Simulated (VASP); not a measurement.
# Hf4Si in VASP: further runs

Hf4Si is run at these levels: PBE; tasks: single point.

Program: VASP 6.6.1. These are calculated values, not measurements. Logs are shortened: lines on timing, memory, paths and dates and some standing lists are left out, and cuts for length are marked.

## Step 1: The cell of the first run

The typed cell holds 10 atoms: a = 5.521 Å, b = 6.253 Å, c = 6.253 Å, α = 90.00°, β = 89.95°, γ = 89.98°.

## Step 2: Single point, PBE

INCAR reads:

```
SYSTEM = Hf4Si
PREC = Accurate ; ENCUT = 520
EDIFF = 1E-7 ; ISMEAR = 0
SIGMA = 0.2 ; LREAL = .False.
LASPH = .True. ; NELM = 80
ALGO = Fast ; ISIF = 2
LWAVE = .False. ; LCHARG = .False.
GGA = PE ; NBANDS = 55
```

KPOINTS reads:

```
regular mesh
0
Gamma
  4 4 4
  0 0 0
```

POSCAR reads:

```
Hf4Si
1.0
    0.0009883088      0.0026964511      5.5213850870
    6.2527510806      0.0000111717      0.0010739416
    0.0000173023      6.2528068130      0.0029273073
Hf Si
8 2
Direct
    0.7484294007      0.6618470202      0.1619664282
    0.7483394593      0.8382487505      0.6619934178
    0.2518778454      0.3380492847      0.1617069182
    0.2516890089      0.6617459995      0.8380001144
    0.7481468565      0.1619450714      0.3383076733
    0.2515370848      0.8381592746      0.3380427945
    0.2519368344      0.1618429226      0.6617189638
    0.7480379202      0.3381526640      0.8382668353
    0.0000036085      0.4998924694      0.5000378483
    0.0000019813      0.0001165433     -0.0000409938
```

Potentials or basis: VASP PAW PBE potentials, release 64 (Hf_pv, Si).

On the command line:

```
> cat potpaw_PBE.64/Hf_pv/POTCAR potpaw_PBE.64/Si/POTCAR > POTCAR
> mpirun -np 1 vasp_std > vasp.out
```

OUTCAR:

```text
SYSTEM = Hf4Si
   PREC = Accurate
   ENCUT = 520
   EDIFF = 1E-7
   ISMEAR = 0
   LREAL = .False.
   LASPH = .True.
   NELM = 80
   ISIF = 2
   GGA = PE

 ion  position               nearest neighbor table
   1  0.748  0.662  0.162-   9 2.73  10 2.73   8 2.86   6 3.15   6 3.19   5 3.31   2 3.32   2 3.32
                             5 3.32   3 3.41   4 3.41   4 3.44   3 3.44
   2  0.748  0.838  0.662-  10 2.73   9 2.73   5 2.86   4 3.15   4 3.19   8 3.31   1 3.32   1 3.32
                             8 3.32   7 3.41   6 3.41   6 3.44   7 3.44
   3  0.252  0.338  0.162-  10 2.73   9 2.73   4 2.86   5 3.15   5 3.19   6 3.31   7 3.31   7 3.31
                             6 3.32   8 3.40   1 3.41   1 3.44   8 3.44
   4  0.252  0.662  0.838-   9 2.73  10 2.73   3 2.86   2 3.15   2 3.19   7 3.31   6 3.32   6 3.32
                             7 3.32   8 3.41   1 3.41   1 3.44   8 3.44
   5  0.748  0.162  0.338-   9 2.73  10 2.73   2 2.86   3 3.15   3 3.19   1 3.31   8 3.31   8 3.32
                             1 3.32   7 3.40   6 3.41   6 3.44   7 3.44
   6  0.252  0.838  0.338-   9 2.73  10 2.73   7 2.86   1 3.15   1 3.19   3 3.31   4 3.32   4 3.32
                             3 3.32   5 3.41   2 3.41   2 3.44   5 3.44
   7  0.252  0.162  0.662-   9 2.72  10 2.73   6 2.86   8 3.15   8 3.19   4 3.31   3 3.31   3 3.31
                             4 3.32   5 3.40   2 3.41   2 3.44   5 3.44
   8  0.748  0.338  0.838-  10 2.73   9 2.73   1 2.86   7 3.15   7 3.19   2 3.31   5 3.31   5 3.32
                             2 3.32   3 3.40   4 3.41   4 3.44   3 3.44
   9  0.000  0.500  0.500-   7 2.72   8 2.73   5 2.73   3 2.73   2 2.73   4 2.73   6 2.73   1 2.73

  10  0.000  0.000  1.000-   8 2.73   7 2.73   3 2.73   5 2.73   2 2.73   6 2.73   4 2.73   1 2.73

  LATTYP: Found a triclinic cell.
 ALAT       =     5.5213858339
 B/A-ratio  =     1.5100739520
 C/A-ratio  =     1.1324604657
 COS(alpha) =     0.0002287996
 COS(beta)  =     0.0003507524
 COS(gamma) =     0.6615018841

  Lattice vectors:

 A1 = (   0.0009883088,   0.0026964511,   5.5213850870)
 A2 = (   0.0009710065,  -6.2501103619,   5.5184577797)
 A3 = (   6.2527510806,   0.0000111717,   0.0010739416)

Analysis of symmetry for initial positions (statically):
=====================================================================
 Subroutine PRICEL returns:
 Original cell was already a primitive cell.

 Routine SETGRP: Setting up the symmetry group for a
 triclinic supercell.

 Subroutine GETGRP returns: Found  1 space group operations
 (whereof  1 operations were pure point group operations)
 out of a pool of  2 trial point group operations.

The static configuration has the point symmetry C_1 .

Analysis of symmetry for dynamics (positions and initial velocities):
=====================================================================
 Subroutine PRICEL returns:
 Original cell was already a primitive cell.

 Routine SETGRP: Setting up the symmetry group for a
 triclinic supercell.

 Subroutine GETGRP returns: Found  1 space group operations
 (whereof  1 operations were pure point group operations)
 out of a pool of  2 trial point group operations.

The dynamic configuration has the point symmetry C_1 .

 Subroutine INISYM returns: Found  1 space group operations
 (whereof  1 operations are pure point group operations),
 and found     1 'primitive' translations

----------------------------------------------------------------------------------------

                                     Primitive cell

  volume of cell :     215.8709

  direct lattice vectors                    reciprocal lattice vectors
     0.000988309  0.002696451  5.521385087    -0.000031107 -0.000084790  0.181114022
     6.252751081  0.000011172  0.001073942     0.159929608 -0.000000429 -0.000028627
     0.000017302  6.252806813  0.002927307    -0.000000272  0.159928214 -0.000078103

  length of vectors
     5.521385834  6.252751173  6.252807498     0.181114044  0.159929611  0.159928233

  position of ions in fractional coordinates (direct lattice)
     0.748429401  0.661847020  0.161966428
     0.748339459  0.838248751  0.661993418
     0.251877845  0.338049285  0.161706918
     0.251689009  0.661745999  0.838000114
     0.748146857  0.161945071  0.338307673
     0.251537085  0.838159275  0.338042794
     0.251936834  0.161842923  0.661718964
     0.748037920  0.338152664  0.838266835
     0.000003609  0.499892469  0.500037848
     0.000001981  0.000116543  0.999959006

  ion indices of the primitive-cell ions
   primitive index   ion index
                 1           1
                 2           2
                 3           3
                 4           4
                 5           5
                 6           6
                 7           7
                 8           8
                 9           9
                10          10

----------------------------------------------------------------------------------------

 KPOINTS: regular mesh

Automatic generation of k-mesh.
 Grid dimensions read from file:
 generate k-points for:    4    4    4

 Generating k-lattice:

  Cartesian coordinates                     Fractional coordinates (reciprocal lattice)
    -0.000007777 -0.000021198  0.045278505     0.250000000  0.000000000  0.000000000
     0.039982402 -0.000000107 -0.000007157     0.000000000  0.250000000 -0.000000000
    -0.000000068  0.039982054 -0.000019526     0.000000000 -0.000000000  0.250000000

  Length of vectors
     0.045278511  0.039982403  0.039982058

  Shift w.r.t. Gamma in fractional coordinates (k-lattice)
     0.000000000  0.000000000  0.000000000

 Subroutine IBZKPT returns following result:
 ===========================================

 Found     36 irreducible k-points:

 Following reciprocal coordinates:
            Coordinates               Weight
  0.000000  0.000000  0.000000      1.000000
  0.250000 -0.000000  0.000000      2.000000
  0.500000 -0.000000  0.000000      1.000000
  0.000000  0.250000  0.000000      2.000000
  0.250000  0.250000  0.000000      2.000000
  0.500000  0.250000 -0.000000      2.000000
[... 16 lines left out ...]
  0.000000 -0.250000  0.250000      2.000000
  0.250000 -0.250000  0.250000      2.000000
 [... further k-points ...]
   k-points           NKPTS =     36   k-points in BZ     NKDIM =     36   number of bands    NBANDS=     55
   number of dos      NEDOS =    301   number of ions     NIONS =     10
   total plane-waves  NPLWV =  96768
   dimension x,y,z NGX =    42 NGY =   48 NGZ =   48
   dimension x,y,z NGXF=    84 NGYF=   96 NGZF=   96
   ions per type =               8   2
   NGX,Y,Z   is equivalent  to a cutoff of  12.65, 12.76, 12.76 a.u.
   NGXF,Y,Z  is equivalent  to a cutoff of  25.29, 25.52, 25.52 a.u.
 SYSTEM =  Hf4Si
   PREC   = accura    normal or accurate (medium, high low for compatibility)
   ISTART =      0    job   : 0-new  1-cont  2-samecut
   ICHARG =      2    charge: 1-file 2-atom 10-const
   ISPIN  =      1    spin polarized calculation?
   LNONCOLLINEAR =      F non collinear calculations
   LSORBIT =      F    spin-orbit coupling
   LASPH  =      T    aspherical Exc in radial PAW
   ENCUT  =  520.0 eV  38.22 Ry    6.18 a.u.  10.27 11.63 11.63*2*pi/ulx,y,z
   NELM   =     80;   NELMIN=  2; NELMDL= -5     # of ELM steps
   EDIFF  = 0.1E-06   stopping-criterion for ELM
   LREAL  =      F    real-space projection
   EDIFFG = 0.1E-05   stopping-criterion for IOM
   NSW    =      0    number of steps for IOM
   IBRION =     -1    ionic relax: 0-MD 1-quasi-New 2-CG
   NFREE  =      0    steps in history (QN), initial steepest desc. (CG)
   ISIF   =      2    stress and relaxation
   ISYM   =      2    0-nonsym 1-usesym 2-fastsym
   POTIM  = 0.5000    time-step for ionic-motion
   TEBEG  =    0.0;   TEEND  =   0.0 temperature during run
   PSTRESS=    0.0 pullay stress
   NELECT =      88.0000    total number of electrons
   NUPDOWN=      -1.0000    fix difference up-down
   EMIN   =  10.00;   EMAX   =-10.00  energy-range for DOS
   EFERMI =   0.00;   METHOD = LEGACY
   ISMEAR =     0;   SIGMA  =   0.20  broadening in eV -4-tet -1-fermi 0-gaus
   EFERMI_NEDOS =   21; number of points for ismear=-14 and -15
   IALGO  =     68    algorithm
   IMIX   =      4    mixing-type and parameters
     AMIX     =   0.40;   BMIX     =  1.00
     AMIX_MAG =   1.60;   BMIX_MAG =  1.00
  volume/ion in A,a.u.               =      21.59       145.68
  Fermi-wavevector in a.u.,A,eV,Ry     =   1.213867  2.293876 20.047812  1.473473
  Thomas-Fermi vector in A             =   2.349305
   LORBIT       =      0    0 simple, 1 ext, 2 COOP (PROOUT), +10 PAW based schemes
   GGA     = PE    functional components
   LHFCALC =     F    Hartree Fock is set to
   AEXX    =    0.0000 exact exchange contribution
   IVDW    =     0    specifies the selected vdW correction
   LEPSILON=     F    determine dielectric tensor
   LRPA    =     F    only Hartree local field effects (RPA)
 non-spin polarized calculation
 RMM-DIIS sequential band-by-band and
 Gauss-broadening in eV      SIGMA  =   0.20
  energy-cutoff  :      520.00
  volume of cell :      215.87
 maximum number of plane-waves:      5835
 NGX is ok and might be reduce to    42
   NGX = 21   NGY = 23   NGZ = 23

 number of electron      87.9999995 magnetization

 Free energy of the ion-electron system (eV)
  ---------------------------------------------------
  ext. energy  EPLUGINS =         0.00000000
  ---------------------------------------------------
  free energy    TOTEN  =       -92.55740624 eV

  energy without entropy =      -92.41546304  energy(sigma->0) =      -92.48643464

 E-fermi :   4.8952     XC(G=0): -11.0288

 val. band max:        4.8845643023   @ k =   0.5000   0.5000   0.0000
 cond. band min:       4.9006654432   @ k =   0.5000   0.5000   0.2500
 fundamental gap:      0.0161011410
 Fermi energy:         4.8952139559

 k-point     1 :       0.0000    0.0000    0.0000
  band No.  band energies     occupation
      1     -25.8388      2.00000
      2     -25.8299      2.00000
      3     -25.7921      2.00000
      4     -25.7112      2.00000
      5     -25.6788      2.00000
      6     -25.6427      2.00000
[... 47 lines left out ...]
     54       6.7482      0.00000
     55       7.2440      0.00000

 k-point     2 :       0.2500   -0.0000    0.0000
  band No.  band energies     occupation
      1     -25.8735      2.00000
      2     -25.8625      2.00000
      3     -25.7171      2.00000
      4     -25.6920      2.00000
      5     -25.6720      2.00000
      6     -25.6719      2.00000
[... 47 lines left out ...]
     54       6.6046      0.00000
     55       7.2431      0.00000

 k-point     3 :       0.5000   -0.0000    0.0000
  band No.  band energies     occupation
      1     -25.9004      2.00000
      2     -25.8930      2.00000
      3     -25.6619      2.00000
      4     -25.6618      2.00000
      5     -25.6566      2.00000
      6     -25.6566      2.00000
[... 1152 lines left out ...]
 k-point    23 :       0.0000   -0.2500    0.2500
  band No.  band energies     occupation
      1     -25.8253      2.00000
      2     -25.7949      2.00000
      3     -25.7535      2.00000
      4     -25.7494      2.00000
      5     -25.6839      2.00000
      6     -25.6554      2.00000
[... 47 lines left out ...]
     54       6.9139      0.00000
     55       6.9790      0.00000

 k-point    24 :       0.2500   -0.2500    0.2500
  band No.  band energies     occupation
      1     -25.8531      2.00000
      2     -25.8243      2.00000
      3     -25.7697      2.00000
      4     -25.6976      2.00000
      5     -25.6778      2.00000
      6     -25.6740      2.00000
[... 47 lines left out ...]
     54       6.9355      0.00000
     55       7.6966      0.00000

 [... further k-points ...]
[... 5 lines left out ...]
  --------------------------------------------------------------------------------------
  -------------------------------------------------------------------------------------
  Total       -0.5491482     -0.5507039     -0.4432906     -0.0015720     -0.0159837     -0.0065403
  in kB       -4.0757365     -4.0872826     -3.2900688     -0.0116670     -0.1186297     -0.0485413
  external PRESSURE =      -3.8176960 kB  Pullay stress =       0.0000000 kB

 VOLUME and BASIS-vectors are now :
 -----------------------------------------------------------------------------
  energy-cutoff  :      520.00
  volume of cell :      215.87
      direct lattice vectors                 reciprocal lattice vectors
     0.000988309  0.002696451  5.521385087    -0.000031107 -0.000084790  0.181114022
     6.252751081  0.000011172  0.001073942     0.159929608 -0.000000429 -0.000028627
     0.000017302  6.252806813  0.002927307    -0.000000272  0.159928214 -0.000078103

 POSITION                                       TOTAL-FORCE (eV/Angst)
 -----------------------------------------------------------------------------------
      4.13911      1.01477      4.13355        -0.005608     -0.006343      0.008789
      5.24211      4.14134      4.13471         0.005607     -0.005879      0.009376
      2.11399      1.01181      1.39155         0.006386     -0.005863     -0.010199
      4.13800      5.24054      1.39284        -0.005288      0.006430     -0.009752
      1.01335      2.11739      4.13197        -0.006111      0.005156      0.010103
      5.24106      2.11440      1.39072         0.005451      0.005684     -0.008274
      1.01222      4.13828      1.39315        -0.005571     -0.004680     -0.009423
      2.11514      5.24354      4.13302         0.005837      0.005383      0.009693
      3.12571      3.12665      0.00202         0.001646     -0.000556     -0.000214
      0.00075      6.25255      0.00294        -0.002349      0.000667     -0.000098
 -----------------------------------------------------------------------------------
    total drift:                               -0.000001      0.000004     -0.000003

  FREE ENERGIE OF THE ION-ELECTRON SYSTEM (eV)
  ---------------------------------------------------
  free  energy   TOTEN  =       -92.5574062376 eV

  energy  without entropy=      -92.4154630434  energy(sigma->0) =      -92.48643464
```

It took 13 min on 1 thread of Oxide Virtual Turin-like, shared host; peak memory 0.46 GiB.

What came out:

- Free energy: -92.5574 eV
- Pressure: -0.4 GPa
- Largest force: 0.013 eV/Å
- Band gap on the k mesh: zero (band 44 reaches 5.10 eV, above the bottom of band 45 at 4.86 eV)

Forces on the atoms (eV/Å):
```
Hf  -0.006 -0.006  0.009
Hf   0.006 -0.006  0.009
Hf   0.006 -0.006 -0.010
Hf  -0.005  0.006 -0.010
Hf  -0.006  0.005  0.010
Hf   0.005  0.006 -0.008
Hf  -0.006 -0.005 -0.009
Hf   0.006  0.005  0.010
Si   0.002 -0.001  0.000
Si  -0.002  0.001  0.000
```

Caveat: spin-orbit coupling is left out, which moves the levels of the heavy elements.

(Continued in part 2 of 2.)
